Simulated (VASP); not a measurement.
# CsSnBr3 (Pm-3m) in VASP: a series of runs, part 2 of 2

VASP 6.6.1. Earlier steps stand in the parts before.

**3. Relaxation of cell and atoms, PBEsol**

This run uses another cell than the first one, of 39.81 Å³/atom, 1.040 times its volume.

Contents of INCAR:

```
SYSTEM = CsSnBr3
PREC     = Accurate       ! precision mode
ENCUT    = 500            ! plane-wave cutoff, eV
EDIFF    = 1E-7           ! SCF threshold, eV
ISMEAR   = 0              ! smearing method
SIGMA    = 0.02           ! smearing width, eV
LREAL    = .FALSE.        ! projectors in reciprocal space
LASPH    = .TRUE.         ! aspherical terms in the spheres
NELM     = 120            ! most SCF steps
ALGO     = Normal         ! electronic algorithm
ISIF     = 3              ! what is computed and relaxed
LWAVE    = .FALSE.        ! write WAVECAR
LCHARG   = .FALSE.        ! write CHGCAR
GGA      = PS             ! functional
IBRION   = 2              ! ionic algorithm
NSW      = 100            ! ionic steps
EDIFFG   = -0.005         ! ionic threshold
GGA_COMPAT= .FALSE.      
NELMIN   = 4
```

Contents of KPOINTS:

```
Automatic mesh
0
G
  6 6 6
  0 0 0
```

Contents of POSCAR:

```
CsSnBr3
1.0
    5.8390056100      0.0000000000      0.0000000000
    0.0000000000      5.8390056100      0.0000000000
    0.0000000000      0.0000000000      5.8390056100
Cs Sn Br
1 1 3
Direct
    0.0000000000      0.0000000000      0.0000000000
    0.5000000000      0.5000000000      0.5000000000
    0.5000000000      0.0000000000      0.5000000000
    0.5000000000      0.5000000000      0.0000000000
    0.0000000000      0.5000000000      0.5000000000
```

Potentials or basis: VASP PAW PBE potentials, release 64 (Cs_sv, Sn_d, Br).

Command:

```
$ cat potpaw_PBE.64/Cs_sv/POTCAR potpaw_PBE.64/Sn_d/POTCAR potpaw_PBE.64/Br/POTCAR > POTCAR
$ mpirun -np 1 vasp_std > vasp.out
```

OUTCAR:

```text
SYSTEM = CsSnBr3
   PREC = Accurate
   ENCUT = 500
   EDIFF = 1E-7
   ISMEAR = 0
   LREAL = .FALSE.
   LASPH = .TRUE.
   NELM = 120
   ISIF = 3
   GGA = PS
   IBRION = 2
   NSW = 100
   EDIFFG = -0.005
   NELMIN = 4

 ion  position               nearest neighbor table
   1  0.000  0.000  0.000-
   2  0.500  0.500  0.500-   3 2.92   4 2.92   5 2.92   4 2.92   3 2.92   5 2.92
   3  0.500  0.000  0.500-   2 2.92   2 2.92
   4  0.500  0.500  0.000-   2 2.92   2 2.92
   5  0.000  0.500  0.500-   2 2.92   2 2.92

  LATTYP: Found a simple cubic cell.
 ALAT       =     5.8390056100

  Lattice vectors:

 A1 = (   5.8390056100,   0.0000000000,   0.0000000000)
 A2 = (   0.0000000000,   5.8390056100,   0.0000000000)
 A3 = (   0.0000000000,   0.0000000000,   5.8390056100)

Analysis of symmetry for initial positions (statically):
=====================================================================
 Subroutine PRICEL returns:
 Original cell was already a primitive cell.

 Routine SETGRP: Setting up the symmetry group for a
 simple cubic supercell.

 Subroutine GETGRP returns: Found 48 space group operations
 (whereof 48 operations were pure point group operations)
[... 155 lines left out ...]
   NGX = 21   NGY = 21   NGZ = 21

--------------------------------------- Ionic step        1  -------------------------------------------

 number of electron      44.0000008 magnetization

 Free energy of the ion-electron system (eV)
  ---------------------------------------------------
  ext. energy  EPLUGINS =         0.00000000
  ---------------------------------------------------
  free energy    TOTEN  =       -16.79022636 eV

  energy without entropy =      -16.79022636  energy(sigma->0) =      -16.79022636

------------------------ aborting loop because EDIFF is reached ----------------------------------------

  FORCE on cell =-STRESS in cart. coord.  units (eV):
  Direction    XX          YY          ZZ          XY          YZ          ZX
  --------------------------------------------------------------------------------------
  -------------------------------------------------------------------------------------
  Total       -0.9632916     -0.9632916     -0.9632916     -0.0000000     -0.0000000      0.0000000
  in kB       -7.7526770     -7.7526770     -7.7526770     -0.0000000     -0.0000000      0.0000000
  external PRESSURE =      -7.7526770 kB  Pullay stress =       0.0000000 kB
[... 65 lines left out ...]
--------------------------------------- Ionic step        3  -------------------------------------------

 number of electron      44.0000011 magnetization

 Free energy of the ion-electron system (eV)
  ---------------------------------------------------
  ext. energy  EPLUGINS =         0.00000000
  ---------------------------------------------------
  free energy    TOTEN  =       -16.80864961 eV

  energy without entropy =      -16.80864961  energy(sigma->0) =      -16.80864961

 E-fermi :   2.6352     XC(G=0):  -8.0006

 val. band max:        2.5446841831   @ k =   0.5000   0.5000   0.5000
 cond. band min:       2.7619465196   @ k =   0.5000   0.5000   0.5000
 fundamental gap:      0.2172623365
 Fermi energy:         2.6351621142

 k-point     1 :       0.0000    0.0000    0.0000
  band No.  band energies     occupation
      1     -19.8994      2.00000
      2     -19.7083      2.00000
      3     -19.7083      2.00000
      4     -19.6708      2.00000
      5     -19.6708      2.00000
      6     -19.6708      2.00000
[... 601 lines left out ...]
  FREE ENERGIE OF THE ION-ELECTRON SYSTEM (eV)
  ---------------------------------------------------
  free  energy   TOTEN  =       -16.8086496124 eV

  energy  without entropy=      -16.8086496124  energy(sigma->0) =      -16.80864961

 reached required accuracy - stopping structural energy minimisation
```

CONTCAR:

```text
CsSnBr3
   1.00000000000000
     5.7665330610964514    0.0000000000000000    0.0000000000000000
    -0.0000000000000000    5.7665330610964514   -0.0000000000000000
    -0.0000000000000000   -0.0000000000000000    5.7665330610964514
  Cs              Sn              Br
     1     1     3
Direct
     0.0000000000000000    0.0000000000000000    0.0000000000000000
     0.5000000000000000    0.5000000000000000    0.5000000000000000
     0.5000000000000000    0.0000000000000000    0.5000000000000000
     0.5000000000000000    0.5000000000000000    0.0000000000000000
     0.0000000000000000    0.5000000000000000    0.5000000000000000

  0.00000000E+00  0.00000000E+00  0.00000000E+00
  0.00000000E+00  0.00000000E+00  0.00000000E+00
  0.00000000E+00  0.00000000E+00  0.00000000E+00
  0.00000000E+00  0.00000000E+00  0.00000000E+00
  0.00000000E+00  0.00000000E+00  0.00000000E+00
```

It took 2.8 min on 1 thread of AMD EPYC 9R45 (Zen 5), shared host; peak memory 0.37 GiB.

What came out:

| Quantity | Value |
| --- | --- |
| Free energy | -16.8086 eV |
| Relaxed volume | 38.35 Å³/atom |
| Relaxed cell | a = 5.767 Å, b = 5.767 Å, c = 5.767 Å, α = 90.00°, β = 90.00°, γ = 90.00° |
| Space group after relaxing (to 0.05 Å) | Pm-3m (No. 221) |
| Energy gained by relaxing | 3.7 meV/atom |
| Ionic steps | 3 |
| Pressure after relaxing | 0.0 GPa |
| Band gap on the k mesh | 0.22 eV, direct |

Step by step:
```
step  energy change (eV)  largest force (eV/Å)  pressure (GPa)  volume (Å³)
   1              0.0000                0.0000           -0.78       199.07
   2             -0.0172                0.0000           -0.21       193.58
   3             -0.0184                0.0000            0.00       191.75
```

Final structure:
```
Cs Sn Br
1.0
     5.76653    0.00000    0.00000
     0.00000    5.76653    0.00000
     0.00000    0.00000    5.76653
Cs Sn Br
1 1 3
Direct
  0.00000 0.00000 0.00000
  0.50000 0.50000 0.50000
  0.50000 0.00000 0.50000
  0.50000 0.50000 0.00000
  0.00000 0.50000 0.50000
```

Caveat: the PAW data sets were made with another functional, which shifts forces and pressure a little; spin-orbit coupling is left out, which moves the levels of the heavy elements.

**4. Single point, PBEsol**

Contents of INCAR:

```
SYSTEM = CsSnBr3
ALGO = Normal
EDIFF = 1E-6
ENCUT = 500
GGA = PS
GGA_COMPAT = .FALSE.
ISIF = 2
ISMEAR = 0
LASPH = .TRUE.
LCHARG = .FALSE.
LREAL = .FALSE.
LWAVE = .FALSE.
NBANDS = 30
NELM = 120
PREC = Accurate
SIGMA = 0.03
```

Contents of KPOINTS:

```
k-points
0
G
  6 6 6
  0 0 0
```

Changes to POSCAR since step 3:

```diff
@@ -2,5 +2,5 @@
 1.0
-    5.8390056100      0.0000000000      0.0000000000
-    0.0000000000      5.8390056100      0.0000000000
-    0.0000000000      0.0000000000      5.8390056100
+    5.7627697376      0.0000000000      0.0000000000
+    0.0000000000      5.7627697376      0.0000000000
+    0.0000000000      0.0000000000      5.7627697376
 Cs Sn Br
```

Command:

```
$ cat potpaw_PBE.64/Cs_sv/POTCAR potpaw_PBE.64/Sn_d/POTCAR potpaw_PBE.64/Br/POTCAR > POTCAR
$ mpirun -np 1 vasp_std > vasp.out
```

Run time: 51 s. Hardware: 1 thread of AMD EPYC 9R45 (Zen 5), shared host; peak memory 0.28 GiB.

It converged, with:

| Item | Value |
| --- | --- |
| Free energy | -16.8077 eV |
| Pressure | 0.0 GPa |
| Band gap on the k mesh | 0.21 eV, direct |

Levels at points of the mesh, in eV from the valence-band top:
| k point | band 18 | band 19 | band 20 | band 21 | band 22 | band 23 | band 24 | band 25 | band 26 | band 27 |
| --- | --- | --- | --- | --- | --- | --- | --- | --- | --- | --- |
| (0.00, 0.00, 0.00) | -3.32 | -3.32 | -3.17 | -3.17 | -3.17 | 1.87 | 2.89 | 2.89 | 3.53 | 3.53 |
| (0.50, 0.00, 0.00) | -3.51 | -3.48 | -3.31 | -3.31 | -2.16 | 1.29 | 3.39 | 3.98 | 4.02 | 4.24 |
| (0.50, 0.50, 0.00) | -3.61 | -3.61 | -3.61 | -2.80 | -1.06 | 0.79 | 0.79 | 3.79 | 4.10 | 4.54 |
| (0.50, 0.50, 0.50) | -3.60 | -2.78 | -2.78 | -2.78 | 0.00 | 0.21 | 0.21 | 0.21 | 3.37 | 4.04 |

Caveat: the PAW data sets were made with another functional, which shifts forces and pressure a little; spin-orbit coupling is left out, which moves the levels of the heavy elements.

**5. Summary**

| task | cell | smearing | gap on the mesh (eV) | pressure (GPa) |
| --- | --- | --- | --- | --- |
| single point | a = 5.763 Å, 5 atoms | gaussian 0.02 eV | 0.21 | 0.0 |
| relaxation of cell and atoms | relaxed from a = 5.839 Å, 5 atoms | gaussian 0.02 eV | 0.22 | 0.0 |
| single point | a = 5.763 Å, 5 atoms | gaussian 0.03 eV | 0.21 | 0.0 |

Alike in all rows: level PBEsol; potentials or basis VASP PAW PBE potentials, release 64 (Cs_sv, Sn_d, Br); no spin polarisation; k mesh 6 × 6 × 6; cutoff (eV) 500.

Caveats: the PAW data sets were made with another functional, which shifts forces and pressure a little; spin-orbit coupling is left out, which moves the levels of the heavy elements.

Total energies depend on the potentials used, so only differences within one code and one set of settings carry meaning.
